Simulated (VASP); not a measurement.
Here is a VASP 6.6.1 calculation.

File INCAR:

```
ALGO = Normal ; EDIFF = 1E-7
EDIFFG = -0.005 ; ENCUT = 600
GGA = PS ; IBRION = 2
ISIF = 3 ; ISMEAR = -1
LASPH = True ; LCHARG = False
LREAL = False ; LWAVE = False
NELM = 80 ; NSW = 32
PREC = Accurate ; PSTRESS = 2700.0
SIGMA = 0.1
```

KPOINTS

```
k-points
0
Gamma
  20 20 20
```

The input POSCAR:

```
Cl
1.0
   -1.2658740684      1.2658740684      1.2658740684
    1.2658740684     -1.2658740684      1.2658740684
    1.2658740684      1.2658740684     -1.2658740684
Cl
1
Direct
    0.0000000000      0.0000000000      0.0000000000
```

Potentials or basis: VASP PAW PBE potentials, release 64 (Cl).

The run is started by

```bash
$ cat potpaw_PBE.64/Cl/POTCAR > POTCAR
$ mpirun -np 1 vasp_std > vasp.out
```

**Question.** What does it give for the relaxed volume?

**Answer.** 8.12 Å³/atom.

**Question.** What does it give for the relaxed cell?

**Answer.** a = 2.193 Å, b = 2.193 Å, c = 2.193 Å, α = 109.47°, β = 109.47°, γ = 109.47°.

**Question.** Estimate the space group after relaxing (to 0.05 Å).

**Answer.** Im-3m (No. 229).

Final structure:
```xyz
1
Lattice="-1.2660 1.2660 1.2660 1.2660 -1.2660 1.2660 1.2660 1.2660 -1.2660" Properties=species:S:1:pos:R:3 pbc="T T T"
Cl    0.0000    0.0000    0.0000
```

Caveat: the cell is relaxed towards a set pressure, so the enthalpy falls and the energy may rise; the PAW data sets were made with another functional, which shifts forces and pressure a little; an odd number of electrons without spin polarisation forces a metal; a magnetic or distorted state may lie lower.
